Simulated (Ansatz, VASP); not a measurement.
## One calculation of Na, two programs

```
Na
1.0
     3.27200    0.00000    0.00000
     0.00000    3.27200    0.00000
     0.00000    0.00000    3.27200
Na
1
Direct
  0.00000 0.00000 0.00000
```

Alike in both runs: task single point; functional PBE; k mesh 10 × 10 × 10; occupations fermi-dirac, width 0.1 eV; no spin polarisation.

```csv
,VASP,Ansatz
version,VASP 6.6.1,Ansatz 0.2.0
potentials or method,"VASP PAW PBE potentials, release 64 (Na_pv), cutoff 520 eV","plane waves (420 eV) with PAW, scalar-relativistic"
valence electrons in the cell,7,9
```

```tsv
	VASP	Ansatz	Ansatz less VASP
pressure (GPa)	1.0	1.0	-0.01
```

With one functional, cell and mesh, what is left measures potentials, basis and numerics. VASP's potentials hold 7 valence electrons a cell and Ansatz's 9, so a difference there can come from the potentials and not from the codes.
